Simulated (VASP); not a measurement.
Write the native input for VASP 6.6.1 that does the following.

| Quantity | Value |
| --- | --- |
| Task | single point |
| Functional | HSE06 |
| Potentials or basis | VASP PAW PBE potentials, release 64 (Si, Ge_d) |
| Cutoff | 520 eV |
| k mesh | 4 × 4 × 2 |
| Occupations | gaussian, width 0.01 eV |
| Spin | no spin polarisation |
| Dipole correction | no |
| Grid for exact exchange (PRECFOCK) | Normal |
| Further INCAR settings | ALGO = Normal; EDIFF = 1e-06; NBANDS = 21 |
| Screening parameter | 0.2079 1/Å |

Crystal: Si3Ge.

```
Si Ge
1.0
     3.88810    0.00000    0.00000
     0.00000    3.88810    0.00000
     0.00000    0.00000    5.48368
Si Ge
3 1
Cartesian
  1.9440 0.0000 4.1395
  1.9440 1.9440 0.0000
  0.0000 1.9440 1.3442
  0.0000 0.0000 2.7418
```

These files were run (other wordings do the same):

POSCAR

```
Si3Ge
1.0
    3.8880966177      0.0000000000      0.0000000000
    0.0000000000      3.8880966177      0.0000000000
    0.0000000000      0.0000000000      5.4836775972
Si Ge
3 1
Direct
    0.5000000000      0.0000000000      0.7548774920
    0.5000000000      0.5000000000      0.0000000000
    0.0000000000      0.5000000000      0.2451225080
    0.0000000000      0.0000000000      0.5000000000
```

INCAR.step1

```
SYSTEM = Si3Ge
ALGO = Normal
EDIFF = 1E-5
ENCUT = 520
GGA = PE
ISIF = 2
ISMEAR = 0
LASPH = .TRUE.
LCHARG = .FALSE.
LREAL = .FALSE.
LWAVE = .TRUE.
NBANDS = 21
NELM = 80
PREC = Accurate
SIGMA = 0.01
```

INCAR.step2

```
SYSTEM = Si3Ge
ALGO = Normal
EDIFF = 1E-6
ENCUT = 520
GGA = PE
HFSCREEN = 0.2079
ISIF = 2
ISMEAR = 0
ISTART = 1
LASPH = .TRUE.
LCHARG = .FALSE.
LHFCALC = .TRUE.
LREAL = .FALSE.
LWAVE = .FALSE.
NBANDS = 21
NELM = 80
PREC = Accurate
PRECFOCK = Normal
SIGMA = 0.01
```

KPOINTS

```
k-points
0
G
  4 4 2
  0 0 0
```

Potentials or basis: VASP PAW PBE potentials, release 64 (Si, Ge_d).

Run with:

```sh
$ cat potpaw_PBE.64/Si/POTCAR potpaw_PBE.64/Ge_d/POTCAR > POTCAR
$ cp INCAR.step1 INCAR
$ mpirun -np 1 vasp_std > vasp.out
$ cp INCAR.step2 INCAR
$ mpirun -np 1 vasp_std > vasp.out
```

Results of the run:

The pressure is -0.1 GPa. The largest force is 0.051 eV/Å and the band gap on the k mesh is 0.96 eV, indirect (least direct gap 1.23 eV).

Caveat: the k points lie up to 0.57 Å⁻¹ apart; the PAW data sets were made with another functional, which shifts forces and pressure a little.

It took 21 min on 1 thread of Intel Xeon 8259CL, on a shared host, peak memory 0.31 GiB.
